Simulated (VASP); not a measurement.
# BaZrO3 (Pm-3m) in VASP: further runs

Runs on BaZrO3. Level: PBE. Tasks: single point, relaxation of cell and atoms.

Everything below comes from runs of VASP 6.6.1. Logs are shortened: lines on timing, memory, paths and dates and some standing lists are left out, and cuts for length are marked.

## 1. The cell of the first run

It takes space group Pm-3m (No. 221, cubic). Conventional cell: a = 4.159 Å, b = 4.159 Å, c = 4.159 Å, α = 90.00°, β = 90.00°, γ = 90.00°. Ba (site symmetry m-3m) has 12 O at 2.94 Å and 8 Zr at 3.60 Å within 3.9 Å. Zr (site symmetry m-3m) has 6 O at 2.08 Å within 2.8 Å. Within 2.8 Å of O (site symmetry 4/mmm) lie 2 Zr at 2.08 Å.

## 2. Single point, PBE

The input, INCAR:

```
  PREC = Accurate
  ENCUT = 910
  EDIFF = 1E-6
  ISMEAR = 0
  SIGMA = 0.1
  LREAL = False
  LASPH = True
  NELM = 120
  ALGO = Normal
  ISIF = 2
  LWAVE = False
  LCHARG = False
  GGA = PE
  NBANDS = 28
  GGA_COMPAT = False
```

The input, KPOINTS:

```
Automatic mesh
0
Gamma
  4 4 4
```

The input, POSCAR:

```
BaZrO3
1.0
    4.1592477096      0.0000000000      0.0000000000
    0.0000000000      4.1592477096      0.0000000000
    0.0000000000      0.0000000000      4.1592477096
Ba Zr O
1 1 3
Direct
    0.0000000000      0.0000000000      0.0000000000
    0.5000000000      0.5000000000      0.5000000000
    0.0000000000      0.5000000000      0.5000000000
    0.5000000000      0.0000000000      0.5000000000
    0.5000000000      0.5000000000      0.0000000000
```

Potentials or basis: VASP PAW PBE potentials, release 64 (Ba_sv, Zr_sv, O_h).

Run with:

```
$ cat potpaw_PBE.64/Ba_sv/POTCAR potpaw_PBE.64/Zr_sv/POTCAR potpaw_PBE.64/O_h/POTCAR > POTCAR
$ mpirun -np 1 vasp_std > vasp.out
```

OUTCAR:

```text
PREC = Accurate
   ENCUT = 910
   EDIFF = 1E-6
   ISMEAR = 0
   LREAL = False
   LASPH = True
   NELM = 120
   ISIF = 2
   GGA = PE

 ion  position               nearest neighbor table
   1  0.000  0.000  0.000-   3 2.94   4 2.94   5 2.94   3 2.94   4 2.94   3 2.94   5 2.94   3 2.94
                             4 2.94   5 2.94   4 2.94   5 2.94   2 3.60   2 3.60   2 3.60   2 3.60
   2  0.500  0.500  0.500-   3 2.08   4 2.08   5 2.08   5 2.08   4 2.08   3 2.08   1 3.60   1 3.60
                             1 3.60   1 3.60   1 3.60   1 3.60   1 3.60   1 3.60
   3  0.000  0.500  0.500-   2 2.08   2 2.08   1 2.94   1 2.94   1 2.94   1 2.94
   4  0.500  0.000  0.500-   2 2.08   2 2.08   1 2.94   1 2.94   1 2.94   1 2.94
   5  0.500  0.500  0.000-   2 2.08   2 2.08   1 2.94   1 2.94   1 2.94   1 2.94

  LATTYP: Found a simple cubic cell.
 ALAT       =     4.1592477096

  Lattice vectors:

 A1 = (   4.1592477096,   0.0000000000,   0.0000000000)
 A2 = (   0.0000000000,   4.1592477096,   0.0000000000)
 A3 = (   0.0000000000,   0.0000000000,   4.1592477096)

Analysis of symmetry for initial positions (statically):
=====================================================================
 Subroutine PRICEL returns:
 Original cell was already a primitive cell.

 Routine SETGRP: Setting up the symmetry group for a
 simple cubic supercell.

 Subroutine GETGRP returns: Found 48 space group operations
 (whereof 48 operations were pure point group operations)
 out of a pool of 48 trial point group operations.

The static configuration has the point symmetry O_h .

Analysis of symmetry for dynamics (positions and initial velocities):
=====================================================================
 Subroutine PRICEL returns:
 Original cell was already a primitive cell.

 Routine SETGRP: Setting up the symmetry group for a
 simple cubic supercell.

 Subroutine GETGRP returns: Found 48 space group operations
 (whereof 48 operations were pure point group operations)
 out of a pool of 48 trial point group operations.

The dynamic configuration has the point symmetry O_h .

 Subroutine INISYM returns: Found 48 space group operations
 (whereof 48 operations are pure point group operations),
 and found     1 'primitive' translations

----------------------------------------------------------------------------------------

                                     Primitive cell

  volume of cell :      71.9522

  direct lattice vectors                    reciprocal lattice vectors
[... 75 lines left out ...]
   LASPH  =      T    aspherical Exc in radial PAW
   ENCUT  =  910.0 eV  66.88 Ry    8.18 a.u.  10.23 10.23 10.23*2*pi/ulx,y,z
   NELM   =    120;   NELMIN=  2; NELMDL= -5     # of ELM steps
   EDIFF  = 0.1E-05   stopping-criterion for ELM
   LREAL  =      F    real-space projection
[... 7 lines left out ...]
   TEBEG  =    0.0;   TEEND  =   0.0 temperature during run
   PSTRESS=    0.0 pullay stress
   NELECT =      40.0000    total number of electrons
   NUPDOWN=      -1.0000    fix difference up-down
   EMIN   =  10.00;   EMAX   =-10.00  energy-range for DOS
   EFERMI =   0.00;   METHOD = LEGACY
   ISMEAR =     0;   SIGMA  =   0.10  broadening in eV -4-tet -1-fermi 0-gaus
   EFERMI_NEDOS =   21; number of points for ismear=-14 and -15
   IALGO  =     38    algorithm
   IMIX   =      4    mixing-type and parameters
     AMIX     =   0.40;   BMIX     =  1.00
     AMIX_MAG =   1.60;   BMIX_MAG =  1.00
  volume/ion in A,a.u.               =      14.39        97.11
  Fermi-wavevector in a.u.,A,eV,Ry     =   1.346108  2.543776 24.653864  1.812008
  Thomas-Fermi vector in A             =   2.473967
   LORBIT       =      0    0 simple, 1 ext, 2 COOP (PROOUT), +10 PAW based schemes
   GGA     = PE    functional components
   LHFCALC =     F    Hartree Fock is set to
   AEXX    =    0.0000 exact exchange contribution
   IVDW    =     0    specifies the selected vdW correction
   LEPSILON=     F    determine dielectric tensor
   LRPA    =     F    only Hartree local field effects (RPA)
 non-spin polarized calculation
 Gauss-broadening in eV      SIGMA  =   0.10
  energy-cutoff  :      910.00
  volume of cell :       71.95
 maximum number of plane-waves:      4524
 NGX is ok and might be reduce to    42
   NGX = 21   NGY = 21   NGZ = 21

 number of electron      40.0000013 magnetization

 Free energy of the ion-electron system (eV)
  ---------------------------------------------------
  ext. energy  EPLUGINS =         0.00000000
  ---------------------------------------------------
  free energy    TOTEN  =       -41.62247463 eV

  energy without entropy =      -41.62247463  energy(sigma->0) =      -41.62247463

 E-fermi :   4.8717     XC(G=0): -10.8914

 val. band max:        4.2759532705   @ k =   0.5000   0.5000   0.5000
 cond. band min:       7.5133803147   @ k =   0.0000   0.0000   0.0000
 fundamental gap:      3.2374270443
 Fermi energy:         4.8716705643

 k-point     1 :       0.0000    0.0000    0.0000
  band No.  band energies     occupation
      1     -42.6065      2.00000
      2     -20.9683      2.00000
      3     -20.7997      2.00000
      4     -20.7997      2.00000
      5     -20.7997      2.00000
      6     -12.1316      2.00000
[... 299 lines left out ...]
     27      13.5740      0.00000
     28      13.5740      0.00000

------------------------ aborting loop because EDIFF is reached ----------------------------------------

  FORCE on cell =-STRESS in cart. coord.  units (eV):
  Direction    XX          YY          ZZ          XY          YZ          ZX
  --------------------------------------------------------------------------------------
  -------------------------------------------------------------------------------------
  Total        4.0530973      4.0530973      4.0530973      0.0000000      0.0000000      0.0000000
  in kB       90.2512551     90.2512551     90.2512551      0.0000000      0.0000000      0.0000000
  external PRESSURE =      90.2512551 kB  Pullay stress =       0.0000000 kB

 VOLUME and BASIS-vectors are now :
 -----------------------------------------------------------------------------
  energy-cutoff  :      910.00
  volume of cell :       71.95
      direct lattice vectors                 reciprocal lattice vectors
     4.159247710  0.000000000  0.000000000     0.240428094  0.000000000  0.000000000
     0.000000000  4.159247710  0.000000000     0.000000000  0.240428094  0.000000000
     0.000000000  0.000000000  4.159247710     0.000000000  0.000000000  0.240428094

 POSITION                                       TOTAL-FORCE (eV/Angst)
 -----------------------------------------------------------------------------------
      0.00000      0.00000      0.00000         0.000000      0.000000      0.000000
      2.07962      2.07962      2.07962         0.000000      0.000000      0.000000
      0.00000      2.07962      2.07962         0.000000      0.000000      0.000000
      2.07962      0.00000      2.07962         0.000000      0.000000      0.000000
      2.07962      2.07962      0.00000         0.000000      0.000000      0.000000
 -----------------------------------------------------------------------------------
    total drift:                                0.000000     -0.000000     -0.000000

  FREE ENERGIE OF THE ION-ELECTRON SYSTEM (eV)
  ---------------------------------------------------
  free  energy   TOTEN  =       -41.6224746344 eV

  energy  without entropy=      -41.6224746344  energy(sigma->0) =      -41.62247463
```

OSZICAR:

```text
N       E                     dE             d eps       ncg     rms          rms(c)
DAV:   1     0.455982921480E+03    0.45598E+03   -0.29575E+04   560   0.218E+03
DAV:   2     0.484881343054E+01   -0.45113E+03   -0.43307E+03   696   0.436E+02
DAV:   3    -0.474240255194E+02   -0.52273E+02   -0.51757E+02   856   0.132E+02
DAV:   4    -0.490425734845E+02   -0.16185E+01   -0.16134E+01   796   0.212E+01
DAV:   5    -0.490895510633E+02   -0.46978E-01   -0.46965E-01   820   0.278E+00    0.305E+01
DAV:   6    -0.416510207136E+02    0.74385E+01   -0.37465E+01   740   0.379E+01    0.135E+01
DAV:   7    -0.416354709416E+02    0.15550E-01   -0.28782E+00   744   0.923E+00    0.825E+00
DAV:   8    -0.416246929994E+02    0.10778E-01   -0.36029E-01   668   0.492E+00    0.776E-01
DAV:   9    -0.416206946066E+02    0.39984E-02   -0.66454E-02   808   0.140E+00    0.532E-01
DAV:  10    -0.416226573172E+02   -0.19627E-02   -0.13714E-02   804   0.101E+00    0.285E-01
DAV:  11    -0.416223992251E+02    0.25809E-03   -0.16839E-03   704   0.335E-01    0.415E-02
DAV:  12    -0.416224724153E+02   -0.73190E-04   -0.22835E-04   672   0.112E-01    0.311E-02
DAV:  13    -0.416224729428E+02   -0.52750E-06   -0.25981E-05   840   0.332E-02    0.863E-03
DAV:  14    -0.416224746476E+02   -0.17048E-05   -0.10095E-05   648   0.249E-02    0.378E-03
DAV:  15    -0.416224746344E+02    0.13141E-07   -0.42338E-07   364   0.440E-03
   1 F= -.41622475E+02 E0= -.41622475E+02  d E =-.103713E-17
```

stdout:

```text
POSCAR found type information on POSCAR BaZrO
 POSCAR found :  3 types and       5 ions
 scaLAPACK will be used
 LDA part: xc-table for (Slater+PW92), standard interpolation
 POSCAR, INCAR and KPOINTS ok, starting setup
 FFT: planning ... GRIDC
 FFT: planning ... GRID_SOFT
 FFT: planning ... GRID
 WAVECAR not read
 entering main loop
```

Wall time 60 s (1 thread of Intel Xeon Platinum 8488C (Sapphire Rapids), shared host); peak memory 0.27 GiB.

What came out:

```
Free energy            : -41.6225 eV
Pressure               : 9.0 GPa
Band gap on the k mesh : 3.24 eV, indirect (least direct gap 3.43 eV)
```

Levels at points of the mesh, in eV from the valence-band top:
| k point | band 17 | band 18 | band 19 | band 20 | band 21 | band 22 | band 23 | band 24 |
| --- | --- | --- | --- | --- | --- | --- | --- | --- |
| (0.00, 0.00, 0.00) | -1.02 | -0.19 | -0.19 | -0.19 | 3.24 | 3.24 | 3.24 | 4.68 |
| (0.50, 0.00, 0.00) | -1.76 | -1.74 | -0.41 | -0.41 | 3.71 | 5.86 | 5.86 | 6.52 |
| (0.50, 0.50, 0.00) | -0.93 | -0.93 | -0.72 | -0.08 | 5.83 | 5.83 | 6.59 | 6.64 |
| (0.50, 0.50, 0.50) | -2.55 | 0.00 | 0.00 | 0.00 | 6.07 | 6.07 | 6.07 | 7.20 |

Caveat: the cutoff is under 1.25 times the usual one of these potentials, so pressure, stress and relaxed cells hold a basis-set (Pulay) error; spin-orbit coupling is left out, which moves the levels of the heavy elements. A k mesh can miss the band edges.

## 3. Single point, PBE

This run uses another cell than the first one, of 15.10 Å³/atom, 1.049 times its volume.

The input, INCAR:

```
ALGO = Normal
EDIFF = 1E-6
ENCUT = 600
GGA = PE
GGA_COMPAT = F
ISIF = 2
ISMEAR = 0
LASPH = T
LCHARG = F
LREAL = F
LWAVE = F
NBANDS = 28
NELM = 120
PREC = Accurate
SIGMA = 0.1
```

The input, KPOINTS:

```
k-points
0
Gamma
  6 6 6
```

Edit POSCAR of step 2 so:

```diff
@@ -2,5 +2,5 @@
 1.0
-    4.1592477096      0.0000000000      0.0000000000
-    0.0000000000      4.1592477096      0.0000000000
-    0.0000000000      0.0000000000      4.1592477096
+    4.2265556233      0.0000000000      0.0000000000
+    0.0000000000      4.2265556233      0.0000000000
+    0.0000000000      0.0000000000      4.2265556233
 Ba Zr O
```

Potentials or basis: VASP PAW PBE potentials, release 64 (Ba_sv, Zr_sv, O).

Run with:

```
$ cat potpaw_PBE.64/Ba_sv/POTCAR potpaw_PBE.64/Zr_sv/POTCAR potpaw_PBE.64/O/POTCAR > POTCAR
$ mpirun -np 1 vasp_std > vasp.out
```

It took 45 s on 1 thread of Intel Xeon 6975P-C, shared host; peak memory 0.24 GiB.

Results (log left out):

| Property | Result |
| --- | --- |
| Free energy | -41.7308 eV |
| Pressure | 0.9 GPa |
| Band gap on the k mesh | 3.13 eV, indirect (least direct gap 3.38 eV) |

Levels at points of the mesh, in eV from the valence-band top:
```
           k point  band 17  band 18  band 19  band 20  band 21  band 22  band 23  band 24
(0.00, 0.00, 0.00)    -0.95    -0.25    -0.25    -0.25     3.13     3.13     3.13     4.62
(0.50, 0.00, 0.00)    -1.70    -1.62    -0.49    -0.49     3.56     5.55     5.55     6.34
(0.50, 0.50, 0.00)    -0.93    -0.93    -0.85    -0.07     5.52     5.52     6.31     6.35
(0.50, 0.50, 0.50)    -2.52     0.00     0.00     0.00     5.88     5.88     5.88     6.78
```

Caveat: spin-orbit coupling is left out, which moves the levels of the heavy elements.

## 4. Relaxation of cell and atoms, PBE

The input, INCAR:

```
SYSTEM = BaZrO3
ALGO     = Normal         ! electronic algorithm
EDIFF    = 1E-7           ! SCF threshold, eV
EDIFFG   = -0.05          ! ionic threshold
ENCUT    = 600            ! plane-wave cutoff, eV
GGA      = PE             ! functional
GGA_COMPAT= .False.      
IBRION   = 2              ! ionic algorithm
ISIF     = 3              ! what is computed and relaxed
ISMEAR   = 0              ! smearing method
LASPH    = .True.         ! aspherical terms in the spheres
LCHARG   = .False.        ! write CHGCAR
LREAL    = .False.        ! projectors in reciprocal space
LWAVE    = .False.        ! write WAVECAR
NELM     = 120            ! most SCF steps
NELMIN   = 4            
NSW      = 100            ! ionic steps
PREC     = Accurate       ! precision mode
SIGMA    = 0.1            ! smearing width, eV
```

The input, KPOINTS:

```
k-points
0
Gamma
  6 6 6
  0 0 0
```

Edit POSCAR of step 3 so:

```diff
@@ -2,5 +2,5 @@
 1.0
-    4.2265556233      0.0000000000      0.0000000000
-    0.0000000000      4.2265556233      0.0000000000
-    0.0000000000      0.0000000000      4.2265556233
+    4.1592477096      0.0000000000      0.0000000000
+    0.0000000000      4.1592477096      0.0000000000
+    0.0000000000      0.0000000000      4.1592477096
 Ba Zr O
```

Run with:

```
$ cat potpaw_PBE.64/Ba_sv/POTCAR potpaw_PBE.64/Zr_sv/POTCAR potpaw_PBE.64/O/POTCAR > POTCAR
$ mpirun -np 1 vasp_std > vasp.out
```

Run time: 2 min. Hardware: 1 thread of Intel Xeon 6975P-C, shared host; peak memory 0.25 GiB.

Results (log left out):

| Quantity | Value |
| --- | --- |
| Free energy | -41.7256 eV |
| Relaxed volume | 15.20 Å³/atom |
| Relaxed cell | a = 4.236 Å, b = 4.236 Å, c = 4.236 Å, α = 90.00°, β = 90.00°, γ = 90.00° |
| Space group after relaxing (to 0.05 Å) | Pm-3m (No. 221) |
| Energy gained by relaxing | 21.6 meV/atom |
| Ionic steps | 3 |
| Pressure after relaxing | -0.1 GPa |
| Band gap on the k mesh | 3.12 eV, indirect (least direct gap 3.38 eV) |

The path:
| step | energy change (eV) | largest force (eV/Å) | pressure (GPa) | volume (Å³) |
| --- | --- | --- | --- | --- |
| 1 | 0.0000 | 0.0000 | 9.10 | 71.95 |
| 2 | 0.0202 | 0.0000 | -8.03 | 80.80 |
| 3 | -0.1081 | 0.0000 | -0.08 | 76.00 |

Final structure:
```yaml
crystal:
  lattice:
    - [4.23590, 0.00000, 0.00000]
    - [0.00000, 4.23590, 0.00000]
    - [0.00000, 0.00000, 4.23590]
  atoms:
    - { symbol: Ba, position: [0.00000, 0.00000, 0.00000] }
    - { symbol: Zr, position: [0.50000, 0.50000, 0.50000] }
    - { symbol: O, position: [0.00000, 0.50000, 0.50000] }
    - { symbol: O, position: [0.50000, 0.00000, 0.50000] }
    - { symbol: O, position: [0.50000, 0.50000, 0.00000] }
```

Levels at points of the mesh, in eV from the valence-band top:
```
           k point  band 17  band 18  band 19  band 20  band 21  band 22  band 23  band 24
(0.00, 0.00, 0.00)    -0.94    -0.26    -0.26    -0.26     3.12     3.12     3.12     4.61
(0.50, 0.00, 0.00)    -1.69    -1.60    -0.50    -0.50     3.54     5.50     5.50     6.31
(0.50, 0.50, 0.00)    -0.93    -0.93    -0.86    -0.07     5.48     5.48     6.27     6.30
(0.50, 0.50, 0.50)    -2.52     0.00     0.00     0.00     5.86     5.86     5.86     6.73
```

Caveat: spin-orbit coupling is left out, which moves the levels of the heavy elements.

## 5. Single point, PBE

This run uses another cell than the first one, of 15.11 Å³/atom, 1.050 times its volume.

The input, INCAR:

```
SYSTEM = BaZrO3
PREC = Accurate ; ENCUT = 910
EDIFF = 1E-6 ; ISMEAR = 0
SIGMA = 0.02 ; LREAL = .False.
LASPH = .True. ; NELM = 120
ALGO = Normal ; ISIF = 2
LWAVE = .False. ; LCHARG = .False.
GGA = PE ; NBANDS = 28
GGA_COMPAT = .False.
```

The input, KPOINTS:

```
regular mesh
0
Gamma
  6 6 6
  0 0 0
```

Edit POSCAR of step 4 so:

```diff
@@ -2,5 +2,5 @@
 1.0
-    4.1592477096      0.0000000000      0.0000000000
-    0.0000000000      4.1592477096      0.0000000000
-    0.0000000000      0.0000000000      4.1592477096
+    4.2275394304      0.0000000000      0.0000000000
+    0.0000000000      4.2275394304      0.0000000000
+    0.0000000000      0.0000000000      4.2275394304
 Ba Zr O
```

Potentials or basis: VASP PAW PBE potentials, release 64 (Ba_sv, Zr_sv, O_h).

Run with:

```
$ cat potpaw_PBE.64/Ba_sv/POTCAR potpaw_PBE.64/Zr_sv/POTCAR potpaw_PBE.64/O_h/POTCAR > POTCAR
$ mpirun -np 1 vasp_std > vasp.out
```

It took 62 s on 1 thread of Intel Xeon Platinum 8488C (Sapphire Rapids), shared host; peak memory 0.32 GiB.

Results (log left out):

```yaml
Free_energy: -41.7454 eV
Pressure: 0.7 GPa
Band_gap_on_the_k_mesh: 3.14 eV, indirect (least direct gap 3.39 eV)
```

Levels at points of the mesh, in eV from the valence-band top:
| k point | band 18 | band 19 | band 20 | band 21 | band 22 | band 23 |
| --- | --- | --- | --- | --- | --- | --- |
| (0.00, 0.00, 0.00) | -0.25 | -0.25 | -0.25 | 3.14 | 3.14 | 3.14 |
| (0.50, 0.00, 0.00) | -1.61 | -0.48 | -0.48 | 3.56 | 5.54 | 5.54 |
| (0.50, 0.50, 0.00) | -0.93 | -0.84 | -0.07 | 5.52 | 5.52 | 6.31 |
| (0.50, 0.50, 0.50) | 0.00 | 0.00 | 0.00 | 5.88 | 5.88 | 5.88 |

Caveat: the cutoff is under 1.25 times the usual one of these potentials, so pressure, stress and relaxed cells hold a basis-set (Pulay) error; spin-orbit coupling is left out, which moves the levels of the heavy elements. A k mesh can miss the band edges.

## 6. The runs side by side

```csv
task,potentials or basis,cell,k mesh,cutoff (eV),smearing,second run,gap on the mesh (eV),pressure (GPa)
single point,"VASP PAW PBE potentials, release 64 (Ba_sv, Zr_sv, O_h)","a = 4.159 Å, 5 atoms",4 × 4 × 4,910,gaussian 0.1 eV,hard_potentials,3.24,9.0
single point,"VASP PAW PBE potentials, release 64 (Ba_sv, Zr_sv, O)","a = 4.227 Å, 5 atoms",6 × 6 × 6,600,gaussian 0.1 eV,-,3.13,0.9
relaxation of cell and atoms,"VASP PAW PBE potentials, release 64 (Ba_sv, Zr_sv, O)","relaxed from a = 4.159 Å, 5 atoms",6 × 6 × 6,600,gaussian 0.1 eV,-,3.12,-0.1
single point,"VASP PAW PBE potentials, release 64 (Ba_sv, Zr_sv, O_h)","a = 4.228 Å, 5 atoms",6 × 6 × 6,910,gaussian 0.02 eV,hard_potentials,3.14,0.7
```

Alike in all rows: level PBE; no spin polarisation.

Caveats: spin-orbit coupling is left out, which moves the levels of the heavy elements; the cutoff is under 1.25 times the usual one of these potentials, so pressure, stress and relaxed cells hold a basis-set (Pulay) error (some runs).

Absolute energies hang on the potentials; compare differences alone.
